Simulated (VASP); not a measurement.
# LiPrP3 (P-6m2) in VASP: relaxation of cell and atoms with PBE

Aim: the relaxation of cell and atoms of LiPrP3 with PBE.

Program: VASP 6.6.1. These are calculated values, not measurements. Logs are shortened: lines on timing, memory, paths and dates and some standing lists are left out, and cuts for length are marked.

## Step 1: The cell of the first run

The structure is hexagonal, space group P-6m2 (No. 187). Conventional cell: a = 5.718 Å, b = 5.718 Å, c = 3.857 Å, α = 90.00°, β = 90.00°, γ = 120.00°. Li (site symmetry -6m2) has 6 P at 2.76 Å within 3.6 Å. Pr (site symmetry -6m2) has 6 P at 2.88 Å and 6 Li at 3.82 Å and 2 Pr at 3.86 Å within 3.9 Å. P (site symmetry mm2) has 2 P at 2.29 Å and 2 Li at 2.76 Å and 2 Pr at 2.88 Å within 3.0 Å.

The cell was generated, and may not be a known phase.

## Step 2: Relaxation of cell and atoms, PBE

Input file INCAR:

```
SYSTEM = LiPrP3
PREC     = Accurate       ! precision mode
ENCUT    = 750            ! plane-wave cutoff, eV
EDIFF    = 1E-7           ! SCF threshold, eV
ISMEAR   = 0              ! smearing method
SIGMA    = 0.1            ! smearing width, eV
LREAL    = .False.        ! projectors in reciprocal space
LASPH    = .True.         ! aspherical terms in the spheres
NELM     = 200            ! most SCF steps
ALGO     = Normal         ! electronic algorithm
ISIF     = 3              ! what is computed and relaxed
LWAVE    = .False.        ! write WAVECAR
LCHARG   = .False.        ! write CHGCAR
GGA      = PE             ! functional
IBRION   = 2              ! ionic algorithm
NSW      = 100            ! ionic steps
EDIFFG   = -0.01          ! ionic threshold
GGA_COMPAT= .False.      
NELMIN   = 4            
LMAXMIX  = 6              ! l up to which the mixer works
```

Input file KPOINTS:

```
regular mesh
0
Gamma
  12 12 10
  0 0 0
```

Input file POSCAR:

```
LiPrP3
1.0
    5.7176278043      0.0000000000      0.0000000000
   -2.8588139022      4.9516109280      0.0000000000
    0.0000000000      0.0000000000      3.8567872365
Li Pr P
1 1 3
Direct
    0.0000000000      0.0000000000      0.5000000000
    0.6666666667      0.3333333333      0.0000000000
    0.1995902805      0.8004097195      0.0000000000
    0.1995902805      0.3991805609      0.0000000000
    0.6008194391      0.8004097195      0.0000000000
```

Potentials or basis: VASP PAW PBE potentials, release 64 (Li_sv, Pr_3, P), 4f in core.

Launch:

```console
> cat potpaw_PBE.64/Li_sv/POTCAR potpaw_PBE.64/Pr_3/POTCAR potpaw_PBE.64/P/POTCAR > POTCAR
> mpirun -np 1 vasp_std > vasp.out
```

OUTCAR:

```text
SYSTEM = LiPrP3
   PREC = Accurate
   ENCUT = 750
   EDIFF = 1E-7
   ISMEAR = 0
   LREAL = .False.
   LASPH = .True.
   NELM = 200
   ISIF = 3
   GGA = PE
   IBRION = 2
   NSW = 100
   EDIFFG = -0.01
   NELMIN = 4

 ion  position               nearest neighbor table
   1  0.000  0.000  0.500-   5 2.76   5 2.76   4 2.76   4 2.76   3 2.76   3 2.76
   2  0.667  0.333  0.000-   4 2.88   4 2.88   3 2.88   3 2.88   5 2.88   5 2.88
   3  0.200  0.800  0.000-   5 2.29   4 2.29   1 2.76   1 2.76   2 2.88   2 2.88
   4  0.200  0.399  0.000-   5 2.29   3 2.29   1 2.76   1 2.76   2 2.88   2 2.88
   5  0.601  0.800  0.000-   3 2.29   4 2.29   1 2.76   1 2.76   2 2.88   2 2.88

  LATTYP: Found a hexagonal cell.
 ALAT       =     5.7176278043
 C/A-ratio  =     0.6745432491

  Lattice vectors:

 A1 = (   5.7176278043,   0.0000000000,   0.0000000000)
 A2 = (  -2.8588139022,   4.9516109280,   0.0000000000)
 A3 = (   0.0000000000,   0.0000000000,   3.8567872365)

Analysis of symmetry for initial positions (statically):
=====================================================================
 Subroutine PRICEL returns:
 Original cell was already a primitive cell.

 Routine SETGRP: Setting up the symmetry group for a
 hexagonal supercell.

 Subroutine GETGRP returns: Found 12 space group operations
 (whereof 12 operations were pure point group operations)
 out of a pool of 24 trial point group operations.

The static configuration has the point symmetry D_3h.

Analysis of symmetry for dynamics (positions and initial velocities):
=====================================================================
 Subroutine PRICEL returns:
 Original cell was already a primitive cell.

 Routine SETGRP: Setting up the symmetry group for a
 hexagonal supercell.

 Subroutine GETGRP returns: Found 12 space group operations
 (whereof 12 operations were pure point group operations)
 out of a pool of 24 trial point group operations.

The dynamic configuration has the point symmetry D_3h.

 Subroutine INISYM returns: Found 12 space group operations
 (whereof 12 operations are pure point group operations),
 and found     1 'primitive' translations

----------------------------------------------------------------------------------------

                                     Primitive cell

  volume of cell :     109.1913

  direct lattice vectors                    reciprocal lattice vectors
     5.717627804  0.000000000  0.000000000     0.174897708  0.100977239  0.000000000
    -2.858813902  4.951610928  0.000000000     0.000000000  0.201954478  0.000000000
     0.000000000  0.000000000  3.856787237     0.000000000  0.000000000  0.259283165

  length of vectors
     5.717627804  5.717627804  3.856787237     0.201954478  0.201954478  0.259283165

  position of ions in fractional coordinates (direct lattice)
     0.000000000  0.000000000  0.500000000
     0.666666667  0.333333333  0.000000000
     0.199590280  0.800409720  0.000000000
     0.199590280  0.399180561  0.000000000
     0.600819439  0.800409720  0.000000000

  ion indices of the primitive-cell ions
   primitive index   ion index
                 1           1
                 2           2
                 3           3
                 4           4
                 5           5

----------------------------------------------------------------------------------------

 KPOINTS: regular mesh

Automatic generation of k-mesh.
 Grid dimensions read from file:
 generate k-points for:   12   12   10

 Generating k-lattice:

  Cartesian coordinates                     Fractional coordinates (reciprocal lattice)
     0.014574809  0.008414770  0.000000000     0.083333333  0.000000000  0.000000000
     0.000000000  0.016829540  0.000000000     0.000000000  0.083333333  0.000000000
     0.000000000  0.000000000  0.025928316     0.000000000  0.000000000  0.100000000

  Length of vectors
     0.016829540  0.016829540  0.025928316

  Shift w.r.t. Gamma in fractional coordinates (k-lattice)
     0.000000000  0.000000000  0.000000000

 Subroutine IBZKPT returns following result:
 ===========================================

 Found    114 irreducible k-points:

 Following reciprocal coordinates:
            Coordinates               Weight
  0.000000  0.000000  0.000000      1.000000
  0.083333 -0.000000  0.000000      6.000000
  0.166667  0.000000  0.000000      6.000000
  0.250000  0.000000  0.000000      6.000000
  0.333333 -0.000000  0.000000      6.000000
  0.416667 -0.000000  0.000000      6.000000
[... 16 lines left out ...]
  0.250000  0.000000  0.100000     12.000000
  0.333333 -0.000000  0.100000     12.000000
 [... further k-points ...]
   k-points           NKPTS =    114   k-points in BZ     NKDIM =    114   number of bands    NBANDS=     18
   number of dos      NEDOS =    301   number of ions     NIONS =      5
   total plane-waves  NPLWV = 104976
   dimension x,y,z NGX =    54 NGY =   54 NGZ =   36
   dimension x,y,z NGXF=   108 NGYF=  108 NGZF=   72
   ions per type =               1   1   3
   NGX,Y,Z   is equivalent  to a cutoff of  15.70, 15.70, 15.52 a.u.
   NGXF,Y,Z  is equivalent  to a cutoff of  31.40, 31.40, 31.04 a.u.
 SYSTEM =  LiPrP3
   PREC   = accura    normal or accurate (medium, high low for compatibility)
   ISTART =      0    job   : 0-new  1-cont  2-samecut
   ICHARG =      2    charge: 1-file 2-atom 10-const
   ISPIN  =      1    spin polarized calculation?
   LNONCOLLINEAR =      F non collinear calculations
   LSORBIT =      F    spin-orbit coupling
   LASPH  =      T    aspherical Exc in radial PAW
   ENCUT  =  750.0 eV  55.12 Ry    7.42 a.u.  12.77 12.77  8.61*2*pi/ulx,y,z
   NELM   =    200;   NELMIN=  4; NELMDL= -5     # of ELM steps
   EDIFF  = 0.1E-06   stopping-criterion for ELM
   LREAL  =      F    real-space projection
   EDIFFG = -.1E-01   stopping-criterion for IOM
   NSW    =    100    number of steps for IOM
   IBRION =      2    ionic relax: 0-MD 1-quasi-New 2-CG
   NFREE  =      1    steps in history (QN), initial steepest desc. (CG)
   ISIF   =      3    stress and relaxation
   ISYM   =      2    0-nonsym 1-usesym 2-fastsym
   POTIM  = 0.5000    time-step for ionic-motion
   TEBEG  =    0.0;   TEEND  =   0.0 temperature during run
   PSTRESS=    0.0 pullay stress
   NELECT =      29.0000    total number of electrons
   NUPDOWN=      -1.0000    fix difference up-down
   EMIN   =  10.00;   EMAX   =-10.00  energy-range for DOS
   EFERMI =   0.00;   METHOD = LEGACY
   ISMEAR =     0;   SIGMA  =   0.10  broadening in eV -4-tet -1-fermi 0-gaus
   EFERMI_NEDOS =   21; number of points for ismear=-14 and -15
   IALGO  =     38    algorithm
   IMIX   =      4    mixing-type and parameters
     AMIX     =   0.40;   BMIX     =  1.00
     AMIX_MAG =   1.60;   BMIX_MAG =  1.00
  volume/ion in A,a.u.               =      21.84       147.37
  Fermi-wavevector in a.u.,A,eV,Ry     =   1.052313  1.988583 15.066574  1.107362
  Thomas-Fermi vector in A             =   2.187390
   LORBIT       =      0    0 simple, 1 ext, 2 COOP (PROOUT), +10 PAW based schemes
   GGA     = PE    functional components
   LHFCALC =     F    Hartree Fock is set to
   AEXX    =    0.0000 exact exchange contribution
   IVDW    =     0    specifies the selected vdW correction
   LEPSILON=     F    determine dielectric tensor
   LRPA    =     F    only Hartree local field effects (RPA)
 conjugate gradient relaxation of ions
 non-spin polarized calculation
 Gauss-broadening in eV      SIGMA  =   0.10
  energy-cutoff  :      750.00
  volume of cell :      109.19
 maximum number of plane-waves:      5117
 NGX is ok and might be reduce to    54
   NGX = 25   NGY = 25   NGZ = 17

--------------------------------------- Ionic step        1  -------------------------------------------

 number of electron      29.0000004 magnetization

 Free energy of the ion-electron system (eV)
  ---------------------------------------------------
  ext. energy  EPLUGINS =         0.00000000
  ---------------------------------------------------
  free energy    TOTEN  =       -24.50008225 eV

  energy without entropy =      -24.48993033  energy(sigma->0) =      -24.49500629

------------------------ aborting loop because EDIFF is reached ----------------------------------------

  FORCE on cell =-STRESS in cart. coord.  units (eV):
  Direction    XX          YY          ZZ          XY          YZ          ZX
  --------------------------------------------------------------------------------------
  -------------------------------------------------------------------------------------
  Total       -0.0198558     -0.0198558      0.4208757      0.0000000     -0.0000000     -0.0000000
  in kB       -0.2913461     -0.2913461      6.1755601      0.0000000     -0.0000000     -0.0000000
  external PRESSURE =       1.8642893 kB  Pullay stress =       0.0000000 kB
[... 219 lines left out ...]
  energy  without entropy=      -24.4936116595  energy(sigma->0) =      -24.49872588

--------------------------------------- Ionic step        7  -------------------------------------------

 number of electron      29.0000002 magnetization

 Free energy of the ion-electron system (eV)
  ---------------------------------------------------
  ext. energy  EPLUGINS =         0.00000000
  ---------------------------------------------------
  free energy    TOTEN  =       -24.50384603 eV

  energy without entropy =      -24.49362408  energy(sigma->0) =      -24.49873505

 E-fermi :   4.3754     XC(G=0):  -9.2929

 val. band max:        4.3664925581   @ k =   0.1667   0.1667   0.1000
 cond. band min:       4.3785217944   @ k =   0.5000   0.0000   0.4000
 fundamental gap:      0.0120292362
 Fermi energy:         4.3753658150

 k-point     1 :       0.0000    0.0000    0.0000
  band No.  band energies     occupation
      1     -41.9015      2.00000
      2     -31.9353      2.00000
      3     -14.1043      2.00000
      4     -14.1043      2.00000
      5     -13.8105      2.00000
      6      -9.4219      2.00000
[... 10 lines left out ...]
     17       6.8904      0.00000
     18       6.8904      0.00000
[... 466 lines left out ...]
      2     -31.9326      2.00000
      3     -14.1911      2.00000
      4     -14.1191      2.00000
      5     -13.8424      2.00000
      6      -9.0520      2.00000
[... 10 lines left out ...]
     17       5.8222      0.00000
     18       7.4716      0.00000

 [... further k-points ...]

------------------------ aborting loop because EDIFF is reached ----------------------------------------

  FORCE on cell =-STRESS in cart. coord.  units (eV):
  Direction    XX          YY          ZZ          XY          YZ          ZX
  --------------------------------------------------------------------------------------
  -------------------------------------------------------------------------------------
  Total        0.0233032      0.0233032     -0.0166061     -0.0000000      0.0000000      0.0000000
  in kB        0.3365184      0.3365184     -0.2398070     -0.0000000      0.0000000      0.0000000
  external PRESSURE =       0.1444099 kB  Pullay stress =       0.0000000 kB
[... 20 lines left out ...]
  FREE ENERGIE OF THE ION-ELECTRON SYSTEM (eV)
  ---------------------------------------------------
  free  energy   TOTEN  =       -24.5038460251 eV

  energy  without entropy=      -24.4936240752  energy(sigma->0) =      -24.49873505

 reached required accuracy - stopping structural energy minimisation
```

It took 17 min on 1 thread of Intel Xeon 6975P-C (Granite Rapids), shared host; peak memory 0.62 GiB.

Results:

| Quantity | Value |
| --- | --- |
| Free energy | -24.5038 eV |
| Relaxed volume | 22.19 Å³/atom |
| Relaxed cell | a = 5.710 Å, b = 5.710 Å, c = 3.929 Å, α = 90.00°, β = 90.00°, γ = 120.00° |
| Space group after relaxing (to 0.1 Å) | P-6m2 (No. 187) |
| Energy gained by relaxing | 0.8 meV/atom |
| Ionic steps | 7 |
| Pressure after relaxing | 0.0 GPa |
| Largest force after relaxing | 0.008 eV/Å |
| Band gap on the k mesh | zero (an odd number of electrons rules out a gap without spin polarisation) |

Forces on the atoms (eV/Å):
```
Li   0.000  0.000  0.000
Pr   0.000  0.000  0.000
P   -0.007  0.004  0.000
P    0.000 -0.008  0.000
P    0.007  0.004  0.000
```

The path:
```tsv
step	energy change (eV)	largest force (eV/Å)	pressure (GPa)	volume (Å³)
1	0.0000	0.0266	0.19	109.19
2	-0.0015	0.0040	0.16	109.59
3	-0.0030	0.0916	0.11	110.72
4	-0.0034	0.0089	-0.21	111.42
5	-0.0035	0.0329	-0.12	111.21
6	-0.0038	0.0117	0.00	110.99
7	-0.0038	0.0080	0.01	110.95
```

Final structure:
```yaml
crystal:
  lattice:
    - [5.71006, 0.00000, 0.00000]
    - [-2.85503, 4.94506, 0.00000]
    - [0.00000, 0.00000, 3.92921]
  atoms:
    - { symbol: Li, position: [0.00000, 0.00000, 0.50000] }
    - { symbol: Pr, position: [0.66667, 0.33333, 0.00000] }
    - { symbol: P, position: [0.19956, 0.80044, 0.00000] }
    - { symbol: P, position: [0.19956, 0.39913, 0.00000] }
    - { symbol: P, position: [0.60087, 0.80044, 0.00000] }
```

Caveat: spin-orbit coupling is left out, which moves the levels of the heavy elements; the 4f electrons are frozen in the core, so they carry no moment and show no levels. Spin polarisation is off, so any magnetic state and its effect on volume and gap are missing.
